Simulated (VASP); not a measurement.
# Ta2Al5 (C2/m) in VASP: relaxation of cell and atoms with PBE

Aim: the relaxation of cell and atoms of Ta2Al5 with PBE.

Everything below comes from runs of VASP 6.6.1. Logs are shortened: lines on timing, memory, paths and dates and some standing lists are left out, and cuts for length are marked.

## (1) The cell of the first run

Symmetry: C2/m, No. 12, monoclinic system. The conventional cell has a = 9.503 Å, b = 3.837 Å, c = 6.282 Å, α = 90.00°, β = 96.37°, γ = 90.00°. Ta (site symmetry m) has 11 Al at 2.73 to 2.99 Å and 1 Ta at 2.89 Å within 3.6 Å. Al (site symmetry m) has 7 Al at 2.74 to 3.02 Å and 5 Ta at 2.83 to 2.99 Å within 3.6 Å. Al (site symmetry m) has 8 Al at 2.74 to 2.92 Å and 4 Ta at 2.87 to 2.92 Å within 3.6 Å. Al (site symmetry 2/m) has 4 Ta at 2.73 Å and 8 Al at 2.87 to 2.92 Å within 3.6 Å.

## (2) Relaxation of cell and atoms, PBE

File INCAR:

```
SYSTEM = Ta2Al5
PREC = Accurate
ENCUT = 600
EDIFF = 1E-7
ISMEAR = 0
SIGMA = 0.1
LREAL = .FALSE.
LASPH = .TRUE.
NELM = 60
ALGO = Fast
ISIF = 3
LWAVE = .FALSE.
LCHARG = .FALSE.
GGA = PE
IBRION = 2
NSW = 80
EDIFFG = -0.001
```

File KPOINTS:

```
regular mesh
0
G
  10 10 6
  0 0 0
```

File POSCAR:

```
Ta2Al5
1.0
    4.7516960917     -1.9185118725      0.0108160663
    4.7516960917      1.9185118725      0.0108160663
   -0.7109121509      0.0000000000      6.2415201678
Ta Al
2 5
Direct
    0.4347460958      0.4347460958      0.2812122952
    0.5652539042      0.5652539042      0.7187877048
    0.8543863694      0.8543863694      0.5752250483
    0.7184170212      0.7184170212      0.1446731166
    0.1456136306      0.1456136306      0.4247749517
    0.2815829788      0.2815829788      0.8553268834
    0.0000000000      0.0000000000      0.0000000000
```

Potentials or basis: VASP PAW PBE potentials, release 64 (Ta_pv, Al).

On the command line:

```sh
cat potpaw_PBE.64/Ta_pv/POTCAR potpaw_PBE.64/Al/POTCAR > POTCAR
mpirun -np 1 vasp_std > vasp.out
```

OUTCAR:

```text
SYSTEM = Ta2Al5
   PREC = Accurate
   ENCUT = 600
   EDIFF = 1E-7
   ISMEAR = 0
   LREAL = .FALSE.
   LASPH = .TRUE.
   NELM = 60
   ISIF = 3
   GGA = PE
   IBRION = 2
   NSW = 80
   EDIFFG = -0.001

 ion  position               nearest neighbor table
   1  0.435  0.435  0.281-   7 2.73   7 2.73   3 2.83   3 2.83   5 2.85   5 2.85   4 2.87   4 2.87
                             2 2.89   6 2.90   4 2.92   5 2.99
   2  0.565  0.565  0.719-   7 2.73   7 2.73   5 2.83   5 2.83   3 2.85   3 2.85   6 2.87   6 2.87
                             1 2.89   4 2.90   6 2.92   3 2.99
   3  0.854  0.854  0.575-   6 2.74   6 2.74   1 2.83   1 2.83   5 2.85   5 2.85   2 2.85   2 2.85
                             4 2.87   7 2.87   2 2.99   5 3.02
   4  0.718  0.718  0.145-   5 2.74   5 2.74   6 2.75   6 2.75   3 2.87   1 2.87   1 2.87   7 2.90
                             7 2.90   2 2.90   1 2.92   7 2.92
   5  0.146  0.146  0.425-   4 2.74   4 2.74   2 2.83   2 2.83   3 2.85   3 2.85   1 2.85   1 2.85
                             6 2.87   7 2.87   1 2.99   3 3.02
   6  0.282  0.282  0.855-   3 2.74   3 2.74   4 2.75   4 2.75   5 2.87   2 2.87   2 2.87   7 2.90
                             7 2.90   1 2.90   2 2.92   7 2.92
   7  0.000  0.000  0.000-   2 2.73   2 2.73   1 2.73   1 2.73   3 2.87   5 2.87   4 2.90   6 2.90
                             4 2.90   6 2.90   4 2.92   6 2.92

  LATTYP: Found a base centered monoclinic cell.
 ALAT       =     9.5034168035
 B/A-ratio  =     0.4037520214
 C/A-ratio  =     0.6610123968
 COS(beta)  =    -0.1109068416

  Lattice vectors:

 A1 = (   4.7516960917,  -1.9185118725,   0.0108160663)
 A2 = (   4.7516960917,   1.9185118725,   0.0108160663)
 A3 = (  -0.7109121509,   0.0000000000,   6.2415201678)

Analysis of symmetry for initial positions (statically):
=====================================================================
 Subroutine PRICEL returns:
 Original cell was already a primitive cell.

 Routine SETGRP: Setting up the symmetry group for a
 base centered monoclinic supercell.

 Subroutine GETGRP returns: Found  4 space group operations
 (whereof  4 operations were pure point group operations)
 out of a pool of  4 trial point group operations.

The static configuration has the point symmetry C_2h.

Analysis of symmetry for dynamics (positions and initial velocities):
=====================================================================
 Subroutine PRICEL returns:
 Original cell was already a primitive cell.

 Routine SETGRP: Setting up the symmetry group for a
 base centered monoclinic supercell.

 Subroutine GETGRP returns: Found  4 space group operations
 (whereof  4 operations were pure point group operations)
 out of a pool of  4 trial point group operations.

The dynamic configuration has the point symmetry C_2h.

 Subroutine INISYM returns: Found  4 space group operations
 (whereof  4 operations are pure point group operations),
 and found     1 'primitive' translations

----------------------------------------------------------------------------------------

                                     Primitive cell

  volume of cell :     113.8272

  direct lattice vectors                    reciprocal lattice vectors
     4.751696092 -1.918511873  0.010816066     0.105198310 -0.260618663  0.011982138
     4.751696092  1.918511873  0.010816066     0.105198310  0.260618663  0.011982138
    -0.710912151  0.000000000  6.241520168    -0.000364601  0.000000000  0.160175850

  length of vectors
     5.124394651  5.124394651  6.281876319     0.281304717  0.281304717  0.160176265

  position of ions in fractional coordinates (direct lattice)
     0.434746096  0.434746096  0.281212295
     0.565253904  0.565253904  0.718787705
     0.854386369  0.854386369  0.575225048
     0.718417021  0.718417021  0.144673117
     0.145613631  0.145613631  0.424774952
     0.281582979  0.281582979  0.855326883
     0.000000000  0.000000000  0.000000000

  ion indices of the primitive-cell ions
   primitive index   ion index
                 1           1
                 2           2
                 3           3
                 4           4
                 5           5
                 6           6
                 7           7

----------------------------------------------------------------------------------------

 KPOINTS: regular mesh

Automatic generation of k-mesh.
 Grid dimensions read from file:
 generate k-points for:   10   10    6

 Generating k-lattice:

  Cartesian coordinates                     Fractional coordinates (reciprocal lattice)
     0.010519831 -0.026061866  0.001198214     0.100000000  0.000000000 -0.000000000
     0.010519831  0.026061866  0.001198214     0.000000000  0.100000000 -0.000000000
    -0.000060767  0.000000000  0.026695975     0.000000000  0.000000000  0.166666667

  Length of vectors
     0.028130472  0.028130472  0.026696044

  Shift w.r.t. Gamma in fractional coordinates (k-lattice)
     0.000000000  0.000000000  0.000000000

 Subroutine IBZKPT returns following result:
 ===========================================

 Found    172 irreducible k-points:

 Following reciprocal coordinates:
            Coordinates               Weight
  0.000000  0.000000  0.000000      1.000000
  0.100000 -0.000000  0.000000      4.000000
  0.200000 -0.000000  0.000000      4.000000
  0.300000 -0.000000  0.000000      4.000000
  0.400000 -0.000000  0.000000      4.000000
  0.500000  0.000000  0.000000      2.000000
[... 16 lines left out ...]
  0.300000  0.300000  0.000000      2.000000
  0.400000  0.300000  0.000000      4.000000
 [... further k-points ...]
   k-points           NKPTS =    172   k-points in BZ     NKDIM =    172   number of bands    NBANDS=     22
   number of dos      NEDOS =    301   number of ions     NIONS =      7
   total plane-waves  NPLWV =  88200
   dimension x,y,z NGX =    42 NGY =   42 NGZ =   50
   dimension x,y,z NGXF=    84 NGYF=   84 NGZF=  100
   ions per type =               2   5
   NGX,Y,Z   is equivalent  to a cutoff of  13.63, 13.63, 13.23 a.u.
   NGXF,Y,Z  is equivalent  to a cutoff of  27.25, 27.25, 26.46 a.u.
 SYSTEM =  Ta2Al5
   PREC   = accura    normal or accurate (medium, high low for compatibility)
   ISTART =      0    job   : 0-new  1-cont  2-samecut
   ICHARG =      2    charge: 1-file 2-atom 10-const
   ISPIN  =      1    spin polarized calculation?
   LNONCOLLINEAR =      F non collinear calculations
   LSORBIT =      F    spin-orbit coupling
   LASPH  =      T    aspherical Exc in radial PAW
   ENCUT  =  600.0 eV  44.10 Ry    6.64 a.u.  10.23 10.23 12.55*2*pi/ulx,y,z
   NELM   =     60;   NELMIN=  2; NELMDL= -5     # of ELM steps
   EDIFF  = 0.1E-06   stopping-criterion for ELM
   LREAL  =      F    real-space projection
   EDIFFG = -.1E-02   stopping-criterion for IOM
   NSW    =     80    number of steps for IOM
   IBRION =      2    ionic relax: 0-MD 1-quasi-New 2-CG
   NFREE  =      1    steps in history (QN), initial steepest desc. (CG)
   ISIF   =      3    stress and relaxation
   ISYM   =      2    0-nonsym 1-usesym 2-fastsym
   POTIM  = 0.5000    time-step for ionic-motion
   TEBEG  =    0.0;   TEEND  =   0.0 temperature during run
   PSTRESS=    0.0 pullay stress
   NELECT =      37.0000    total number of electrons
   NUPDOWN=      -1.0000    fix difference up-down
   EMIN   =  10.00;   EMAX   =-10.00  energy-range for DOS
   EFERMI =   0.00;   METHOD = LEGACY
   ISMEAR =     0;   SIGMA  =   0.10  broadening in eV -4-tet -1-fermi 0-gaus
   EFERMI_NEDOS =   21; number of points for ismear=-14 and -15
   IALGO  =     68    algorithm
   IMIX   =      4    mixing-type and parameters
     AMIX     =   0.40;   BMIX     =  1.00
     AMIX_MAG =   1.60;   BMIX_MAG =  1.00
  volume/ion in A,a.u.               =      16.26       109.73
  Fermi-wavevector in a.u.,A,eV,Ry     =   1.125624  2.127121 17.238984  1.267030
  Thomas-Fermi vector in A             =   2.262302
   LORBIT       =      0    0 simple, 1 ext, 2 COOP (PROOUT), +10 PAW based schemes
   GGA     = PE    functional components
   LHFCALC =     F    Hartree Fock is set to
   AEXX    =    0.0000 exact exchange contribution
   IVDW    =     0    specifies the selected vdW correction
   LEPSILON=     F    determine dielectric tensor
   LRPA    =     F    only Hartree local field effects (RPA)
 conjugate gradient relaxation of ions
 non-spin polarized calculation
 RMM-DIIS sequential band-by-band and
 Gauss-broadening in eV      SIGMA  =   0.10
  energy-cutoff  :      600.00
  volume of cell :      113.83
 maximum number of plane-waves:      3822
 NGX is ok and might be reduce to    42
   NGX = 21   NGY = 21   NGZ = 25

--------------------------------------- Ionic step        1  -------------------------------------------

 number of electron      36.9999998 magnetization

 Free energy of the ion-electron system (eV)
  ---------------------------------------------------
  ext. energy  EPLUGINS =         0.00000000
  ---------------------------------------------------
  free energy    TOTEN  =       -43.92865506 eV

  energy without entropy =      -43.91135847  energy(sigma->0) =      -43.92000676

------------------------ aborting loop because EDIFF is reached ----------------------------------------

  FORCE on cell =-STRESS in cart. coord.  units (eV):
  Direction    XX          YY          ZZ          XY          YZ          ZX
  --------------------------------------------------------------------------------------
  -------------------------------------------------------------------------------------
  Total       -0.0000678      0.0013255     -0.0052989      0.0000000      0.0000000     -0.0019518
  in kB       -0.0009540      0.0186570     -0.0745844      0.0000000      0.0000000     -0.0274733
  external PRESSURE =      -0.0189604 kB  Pullay stress =       0.0000000 kB
[... 313 lines left out ...]
  energy  without entropy=      -43.9113606108  energy(sigma->0) =      -43.92001120

--------------------------------------- Ionic step        9  -------------------------------------------

 number of electron      36.9999998 magnetization

 Free energy of the ion-electron system (eV)
  ---------------------------------------------------
  ext. energy  EPLUGINS =         0.00000000
  ---------------------------------------------------
  free energy    TOTEN  =       -43.92866245 eV

  energy without entropy =      -43.91136520  energy(sigma->0) =      -43.92001382

 E-fermi :   7.5262     XC(G=0): -11.1049

 val. band max:        7.5242320750   @ k =  -0.3000   0.3000   0.5000
 cond. band min:       7.5291652470   @ k =  -0.4000   0.4000   0.3333
 fundamental gap:      0.0049331720
 Fermi energy:         7.5261793681

 k-point     1 :       0.0000    0.0000    0.0000
  band No.  band energies     occupation
      1     -26.7741      2.00000
      2     -26.7324      2.00000
      3     -26.6903      2.00000
      4     -26.6265      2.00000
      5     -26.5678      2.00000
      6     -26.3773      2.00000
[... 574 lines left out ...]
      6     -26.3784      2.00000
[... 14 lines left out ...]
     21       8.6288      0.00000
     22       8.7119      0.00000

 [... further k-points ...]
[... 5 lines left out ...]
  --------------------------------------------------------------------------------------
  -------------------------------------------------------------------------------------
  Total       -0.0011702      0.0001465      0.0008076      0.0000000      0.0000000      0.0001296
  in kB       -0.0164690      0.0020624      0.0113663      0.0000000      0.0000000      0.0018239
  external PRESSURE =      -0.0010134 kB  Pullay stress =       0.0000000 kB
[... 22 lines left out ...]
  FREE ENERGIE OF THE ION-ELECTRON SYSTEM (eV)
  ---------------------------------------------------
  free  energy   TOTEN  =       -43.9286624518 eV

  energy  without entropy=      -43.9113651958  energy(sigma->0) =      -43.92001382

 reached required accuracy - stopping structural energy minimisation
```

It took 53 min on 1 thread of Oxide Virtual Turin-like, shared host; peak memory 0.6 GiB.

What came out:

```yaml
Free_energy: -43.9287 eV
Relaxed_volume: 16.26 Å³/atom
Relaxed_cell: a = 5.125 Å, b = 5.125 Å, c = 6.282 Å, α = 95.90°, β = 95.90°, γ = 43.97°
Space_group_after_relaxing_to_0.1_Å: C2/m (No. 12)
Energy_gained_by_relaxing: 0.0 meV/atom
Ionic_steps: 9
Pressure_after_relaxing: 0.0 GPa
Band_gap_on_the_k_mesh: zero (an odd number of electrons rules out a gap without spin polarisation)
```

Final structure:
```cif
data_structure
_symmetry_space_group_name_H-M 'P 1'
_symmetry_Int_Tables_number 1
_cell_length_a 5.1250
_cell_length_b 5.1250
_cell_length_c 6.2816
_cell_angle_alpha 95.900
_cell_angle_beta 95.900
_cell_angle_gamma 43.972
_cell_volume 113.85
loop_
_atom_site_label
_atom_site_type_symbol
_atom_site_fract_x
_atom_site_fract_y
_atom_site_fract_z
_atom_site_occupancy
Ta1 Ta 0.43469 0.43469 0.28122 1
Ta2 Ta 0.56531 0.56531 0.71878 1
Al1 Al 0.85443 0.85443 0.57528 1
Al2 Al 0.71842 0.71842 0.14477 1
Al3 Al 0.14557 0.14557 0.42472 1
Al4 Al 0.28158 0.28158 0.85523 1
Al5 Al 0.00000 0.00000 0.00000 1
```

Levels at points of the mesh, in eV from the Fermi level:
| k point | band 15 | band 16 | band 17 | band 18 | band 19 | band 20 | band 21 | band 22 |
| --- | --- | --- | --- | --- | --- | --- | --- | --- |
| (0.00, 0.00, 0.00) | -1.65 | -1.38 | -0.96 | -0.83 | -0.10 | 0.43 | 0.87 | 2.45 |
| (0.50, 0.00, 0.00) | -2.60 | -1.87 | -1.80 | -0.74 | 0.52 | 0.62 | 1.01 | 1.71 |
| (0.50, 0.50, 0.00) | -0.98 | -0.77 | -0.49 | -0.15 | 0.03 | 0.72 | 1.03 | 1.40 |
| (0.00, 0.00, 0.50) | -1.69 | -1.66 | -1.27 | -0.78 | -0.05 | 0.27 | 1.48 | 2.21 |
| (0.50, 0.00, 0.50) | -2.56 | -1.50 | -1.38 | -0.39 | -0.28 | 0.75 | 1.76 | 2.08 |
| (0.50, 0.50, 0.50) | -1.22 | -1.12 | -1.05 | -0.58 | -0.15 | 0.20 | 1.44 | 1.99 |

Caveat: spin-orbit coupling is left out, which moves the levels of the heavy elements.
